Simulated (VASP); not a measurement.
# Sc (Fmmm) in VASP: single point with PBE

Aim: the single point of Sc with PBE.

Program: VASP 6.6.1. These are calculated values, not measurements. Logs are shortened: lines on timing, memory, paths and dates and some standing lists are left out, and cuts for length are marked.

## Step 1: The cell of the first run

It takes space group Fmmm (No. 69, orthorhombic). The conventional cell has a = 3.414 Å, b = 5.226 Å, c = 11.277 Å, α = 90.00°, β = 90.00°, γ = 90.00°. Sc (site symmetry mm2) has 11 Sc at 3.04 to 3.63 Å within 4.0 Å.

## Step 2: Single point, PBE

INCAR

```
PREC = Accurate
ENCUT = 520
EDIFF = 1E-6
ISMEAR = 0
SIGMA = 0.1
LREAL = F
LASPH = T
NELM = 80
ALGO = Fast
ISIF = 2
LWAVE = F
LCHARG = T
GGA = PE
LELF = T
LVHAR = T
NBANDS = 30
```

KPOINTS

```
Automatic mesh
0
Gamma
  6 6 4
```

POSCAR

```
Sc
1.0
    1.7068696252     -5.6385904421      0.0000000000
    1.7068696252      5.6385904421      0.0000000000
    0.0000000000      0.0000000000      5.2263090218
Sc
4
Direct
    0.1383395134      0.8616604866      1.0000013854
    0.6383395134      0.3616604866      0.4999986146
    0.8616604866      0.1383395134     -0.0000013854
    0.3616604866      0.6383395134      0.5000013854
```

Potentials or basis: VASP PAW PBE potentials, release 64 (Sc_sv).

Launch:

```
$ cat potpaw_PBE.64/Sc_sv/POTCAR > POTCAR
$ mpirun -np 1 vasp_std > vasp.out
```

OUTCAR:

```text
PREC = Accurate
   ENCUT = 520
   EDIFF = 1E-6
   ISMEAR = 0
   LREAL = F
   LASPH = T
   NELM = 80
   ISIF = 2
   GGA = PE

 ion  position               nearest neighbor table
   1  0.138  0.862  0.000-   3 3.04   3 3.04   3 3.12   2 3.12   2 3.12   2 3.12   2 3.12
   2  0.638  0.362  0.500-   4 3.04   4 3.04   4 3.12   1 3.12   1 3.12   1 3.12   1 3.12
   3  0.862  0.138  1.000-   1 3.04   1 3.04   1 3.12   4 3.12   4 3.12   4 3.12   4 3.12
   4  0.362  0.638  0.500-   2 3.04   2 3.04   2 3.12   3 3.12   3 3.12   3 3.12   3 3.12

  LATTYP: Found a base centered orthorhombic cell.
 ALAT       =     3.4137392504
 B/A-ratio  =     3.3034687353
 C/A-ratio  =     1.5309631575

  Lattice vectors:

 A1 = (   1.7068696252,  -5.6385904421,   0.0000000000)
 A2 = (   1.7068696252,   5.6385904421,   0.0000000000)
 A3 = (   0.0000000000,   0.0000000000,   5.2263090218)

Analysis of symmetry for initial positions (statically):
=====================================================================
 Subroutine PRICEL returns following result:

  LATTYP: Found a face centered orthorhombic cell.
 ALAT       =     3.4137392505
 B/A-ratio  =     1.5309631575
 C/A-ratio  =     3.3034687352

  Lattice vectors:

 A1 = (   0.0000000000,  -5.6385904421,   2.6131400298)
 A2 = (   1.7068696252,  -5.6385904421,  -0.0000289621)
 A3 = (   1.7068696252,   0.0000000000,   2.6131400298)

   2 primitive cells build up your supercell.

 Routine SETGRP: Setting up the symmetry group for a
 base centered orthorhombic supercell.

 Subroutine GETGRP returns: Found  8 space group operations
 (whereof  8 operations were pure point group operations)
 out of a pool of  8 trial point group operations.

The static configuration has the point symmetry D_2h.

Analysis of symmetry for dynamics (positions and initial velocities):
=====================================================================
 Subroutine PRICEL returns following result:

  LATTYP: Found a face centered orthorhombic cell.
 ALAT       =     3.4137392505
 B/A-ratio  =     1.5309631575
 C/A-ratio  =     3.3034687352

  Lattice vectors:

 A1 = (   0.0000000000,  -5.6385904421,   2.6131400298)
 A2 = (   1.7068696252,  -5.6385904421,  -0.0000289621)
 A3 = (   1.7068696252,   0.0000000000,   2.6131400298)

   2 primitive cells build up your supercell.

 Routine SETGRP: Setting up the symmetry group for a
 base centered orthorhombic supercell.

 Subroutine GETGRP returns: Found  8 space group operations
 (whereof  8 operations were pure point group operations)
 out of a pool of  8 trial point group operations.

The dynamic configuration has the point symmetry D_2h.

 Subroutine INISYM returns: Found  8 space group operations
 (whereof  8 operations are pure point group operations),
 and found     2 'primitive' translations

----------------------------------------------------------------------------------------

                                     Primitive cell

  volume of cell :      50.2998

  direct lattice vectors                    reciprocal lattice vectors
     0.000000000 -5.638590442  2.613140030    -0.292932291 -0.088675135  0.191339623
     1.706869625 -5.638590442 -0.000028962     0.292932291 -0.088674153 -0.191339623
     1.706869625  0.000000000  2.613140030     0.292935537  0.088674153  0.191339623

  length of vectors
     6.214676419  5.891273724  3.121202450     0.360947999  0.360947758  0.360950392

  position of ions in fractional coordinates (direct lattice)
     0.138341665  0.138337361  0.861662639
     0.861663876  0.861657097  0.138342903

  ion indices of the primitive-cell ions
   primitive index   ion index
                 1           1
                 2           3

----------------------------------------------------------------------------------------

 KPOINTS: Automatic mesh

Automatic generation of k-mesh.
 Grid dimensions read from file:
 generate k-points for:    6    6    4

 Generating k-lattice:

  Cartesian coordinates                     Fractional coordinates (reciprocal lattice)
     0.048822319 -0.014779107  0.000000000     0.166666667  0.000000000  0.000000000
     0.048822319  0.014779107  0.000000000     0.000000000  0.166666667  0.000000000
     0.000000000  0.000000000  0.047834906     0.000000000  0.000000000  0.250000000

  Length of vectors
     0.051010203  0.051010203  0.047834906

  Shift w.r.t. Gamma in fractional coordinates (k-lattice)
     0.000000000  0.000000000  0.000000000

 Subroutine IBZKPT returns following result:
 ===========================================

 Found     39 irreducible k-points:

 Following reciprocal coordinates:
            Coordinates               Weight
  0.000000  0.000000  0.000000      1.000000
  0.166667  0.000000  0.000000      4.000000
  0.333333  0.000000  0.000000      4.000000
  0.500000  0.000000  0.000000      2.000000
  0.166667  0.166667  0.000000      2.000000
  0.333333  0.166667  0.000000      4.000000
[... 16 lines left out ...]
  0.333333  0.333333  0.250000      4.000000
  0.500000  0.333333  0.250000      8.000000
 [... further k-points ...]
   k-points           NKPTS =     39   k-points in BZ     NKDIM =     39   number of bands    NBANDS=     30
   number of dos      NEDOS =    301   number of ions     NIONS =      4
   total plane-waves  NPLWV =  92160
   dimension x,y,z NGX =    48 NGY =   48 NGZ =   40
   dimension x,y,z NGXF=    96 NGYF=   96 NGZF=   80
   ions per type =               4
   NGX,Y,Z   is equivalent  to a cutoff of  13.55, 13.55, 12.72 a.u.
   NGXF,Y,Z  is equivalent  to a cutoff of  27.09, 27.09, 25.45 a.u.
 SYSTEM =  unknown system
   PREC   = accura    normal or accurate (medium, high low for compatibility)
   ISTART =      0    job   : 0-new  1-cont  2-samecut
   ICHARG =      2    charge: 1-file 2-atom 10-const
   ISPIN  =      1    spin polarized calculation?
   LNONCOLLINEAR =      F non collinear calculations
   LSORBIT =      F    spin-orbit coupling
   LASPH  =      T    aspherical Exc in radial PAW
   ENCUT  =  520.0 eV  38.22 Ry    6.18 a.u.  10.95 10.95  9.72*2*pi/ulx,y,z
   NELM   =     80;   NELMIN=  2; NELMDL= -5     # of ELM steps
   EDIFF  = 0.1E-05   stopping-criterion for ELM
   LREAL  =      F    real-space projection
   EDIFFG = 0.1E-04   stopping-criterion for IOM
   NSW    =      0    number of steps for IOM
   IBRION =     -1    ionic relax: 0-MD 1-quasi-New 2-CG
   NFREE  =      0    steps in history (QN), initial steepest desc. (CG)
   ISIF   =      2    stress and relaxation
   ISYM   =      2    0-nonsym 1-usesym 2-fastsym
   POTIM  = 0.5000    time-step for ionic-motion
   TEBEG  =    0.0;   TEEND  =   0.0 temperature during run
   PSTRESS=    0.0 pullay stress
   NELECT =      44.0000    total number of electrons
   NUPDOWN=      -1.0000    fix difference up-down
   EMIN   =  10.00;   EMAX   =-10.00  energy-range for DOS
   EFERMI =   0.00;   METHOD = LEGACY
   ISMEAR =     0;   SIGMA  =   0.10  broadening in eV -4-tet -1-fermi 0-gaus
   EFERMI_NEDOS =   21; number of points for ismear=-14 and -15
   IALGO  =     68    algorithm
   IMIX   =      4    mixing-type and parameters
     AMIX     =   0.40;   BMIX     =  1.00
     AMIX_MAG =   1.60;   BMIX_MAG =  1.00
  volume/ion in A,a.u.               =      25.15       169.72
  Fermi-wavevector in a.u.,A,eV,Ry     =   1.242683  2.348331 21.010951  1.544261
  Thomas-Fermi vector in A             =   2.377027
   LORBIT       =      0    0 simple, 1 ext, 2 COOP (PROOUT), +10 PAW based schemes
   GGA     = PE    functional components
   LHFCALC =     F    Hartree Fock is set to
   AEXX    =    0.0000 exact exchange contribution
   IVDW    =     0    specifies the selected vdW correction
   LEPSILON=     F    determine dielectric tensor
   LRPA    =     F    only Hartree local field effects (RPA)
 non-spin polarized calculation
 RMM-DIIS sequential band-by-band and
 Gauss-broadening in eV      SIGMA  =   0.10
  energy-cutoff  :      520.00
  volume of cell :      100.60
 maximum number of plane-waves:      2740
 NGX is ok and might be reduce to    48
   NGX = 21   NGY = 21   NGZ = 19

 number of electron      43.9999997 magnetization

 Free energy of the ion-electron system (eV)
  ---------------------------------------------------
  ext. energy  EPLUGINS =         0.00000000
  ---------------------------------------------------
  free energy    TOTEN  =       -24.22646321 eV

  energy without entropy =      -24.20063185  energy(sigma->0) =      -24.21354753

 E-fermi :   3.5132     XC(G=0):  -9.7614

 val. band max:        3.4875026408   @ k =   0.3333   0.0000   0.0000
 cond. band min:       3.5255381498   @ k =  -0.3333   0.3333   0.0000
 fundamental gap:      0.0380355090
 Fermi energy:         3.5131829898

 k-point     1 :       0.0000    0.0000    0.0000
  band No.  band energies     occupation
      1     -45.9654      2.00000
      2     -45.8979      2.00000
      3     -45.8923      2.00000
      4     -45.8362      2.00000
      5     -24.8510      2.00000
      6     -24.7967      2.00000
[... 22 lines left out ...]
     29       5.9510      0.00000
     30       6.0697      0.00000

 k-point     2 :       0.1667    0.0000    0.0000
  band No.  band energies     occupation
      1     -45.9542      2.00000
      2     -45.8945      2.00000
      3     -45.8903      2.00000
      4     -45.8416      2.00000
      5     -24.8161      2.00000
      6     -24.7710      2.00000
[... 22 lines left out ...]
     29       5.8262      0.00000
     30       6.0076      0.00000

 k-point     3 :       0.3333    0.0000    0.0000
  band No.  band energies     occupation
      1     -45.9259      2.00000
      2     -45.8873      2.00000
      3     -45.8868      2.00000
      4     -45.8580      2.00000
      5     -24.7231      2.00000
      6     -24.7154      2.00000
[... 22 lines left out ...]
     29       5.3641      0.00000
     30       5.7036      0.00000

 k-point     4 :       0.5000    0.0000    0.0000
  band No.  band energies     occupation
      1     -45.8955      2.00000
      2     -45.8955      2.00000
      3     -45.8779      2.00000
      4     -45.8779      2.00000
      5     -24.6829      2.00000
      6     -24.6829      2.00000
[... 616 lines left out ...]
     29       5.4239      0.00000
     30       5.7043      0.00000

 k-point    23 :       0.3333    0.3333    0.2500
  band No.  band energies     occupation
      1     -45.9060      2.00000
      2     -45.8969      2.00000
      3     -45.8787      2.00000
      4     -45.8765      2.00000
      5     -24.7385      2.00000
      6     -24.7302      2.00000
[... 22 lines left out ...]
     29       5.5094      0.00000
     30       5.6699      0.00000

 k-point    24 :       0.5000    0.3333    0.2500
  band No.  band energies     occupation
      1     -45.9303      2.00000
      2     -45.9015      2.00000
      3     -45.8858      2.00000
      4     -45.8634      2.00000
      5     -24.7557      2.00000
      6     -24.7180      2.00000
[... 22 lines left out ...]
     29       5.5453      0.00000
     30       6.1747      0.00000

 [... further k-points ...]
[... 5 lines left out ...]
  --------------------------------------------------------------------------------------
  -------------------------------------------------------------------------------------
  Total        0.0422843      0.1256410      0.0388540      0.0000000      0.0000000      0.0000000
  in kB        0.6734317      2.0009951      0.6188008      0.0000000      0.0000000      0.0000000
  external PRESSURE =       1.0977426 kB  Pullay stress =       0.0000000 kB

 VOLUME and BASIS-vectors are now :
 -----------------------------------------------------------------------------
  energy-cutoff  :      520.00
  volume of cell :      100.60
      direct lattice vectors                 reciprocal lattice vectors
     1.706869625 -5.638590442  0.000000000     0.292933914 -0.088674644  0.000000000
     1.706869625  5.638590442  0.000000000     0.292933914  0.088674644  0.000000000
     0.000000000  0.000000000  5.226309022     0.000000000  0.000000000  0.191339623

 POSITION                                       TOTAL-FORCE (eV/Angst)
 -----------------------------------------------------------------------------------
      1.70687      4.07851      0.00001         0.000000      0.001234      0.000000
      1.70687     -1.56008      2.61315         0.000000      0.001234      0.000000
      1.70687     -4.07851      5.22630         0.000000     -0.001234      0.000000
      1.70687      1.56008      2.61316         0.000000     -0.001234      0.000000
 -----------------------------------------------------------------------------------
    total drift:                               -0.000000     -0.000000     -0.000000

  FREE ENERGIE OF THE ION-ELECTRON SYSTEM (eV)
  ---------------------------------------------------
  free  energy   TOTEN  =       -24.2264632054 eV

  energy  without entropy=      -24.2006318471  energy(sigma->0) =      -24.21354753
```

Run time: 2.9 min. Hardware: 1 thread of AMD EPYC 9R45 (Zen 5), shared host; peak memory 0.29 GiB.

What came out:

| Item | Value |
| --- | --- |
| Free energy | -24.2265 eV |
| Pressure | 0.1 GPa |
| Band gap on the k mesh | zero (bands 22 and 23 overlap by 0.22 eV) |

Stress tensor (GPa, compression positive):
```
0.07 0.00 0.00
0.00 0.20 0.00
0.00 0.00 0.06
```

Levels at points of the mesh, in eV from the Fermi level:
| k point | band 19 | band 20 | band 21 | band 22 | band 23 | band 24 | band 25 | band 26 |
| --- | --- | --- | --- | --- | --- | --- | --- | --- |
| (0.00, 0.00, 0.00) | -1.58 | -1.25 | -0.67 | -0.20 | 0.62 | 0.93 | 0.99 | 1.41 |
| (0.50, 0.00, 0.00) | -0.65 | -0.65 | -0.18 | -0.18 | 0.26 | 0.26 | 0.54 | 0.54 |
| (0.50, 0.50, 0.00) | -1.08 | -0.86 | -0.80 | -0.31 | -0.25 | 0.82 | 1.05 | 1.38 |
| (0.00, 0.00, 0.50) | -0.79 | -0.79 | -0.54 | -0.54 | 0.87 | 0.87 | 1.38 | 1.38 |
| (0.50, 0.00, 0.50) | -1.19 | -1.19 | -0.43 | -0.43 | 0.17 | 0.17 | 0.54 | 0.54 |
| (0.50, 0.50, 0.50) | -2.25 | -2.25 | -0.10 | -0.10 | 0.90 | 0.90 | 1.49 | 1.50 |

The gap in the log of VASP goes by the Fermi energy; the results here count the filled bands.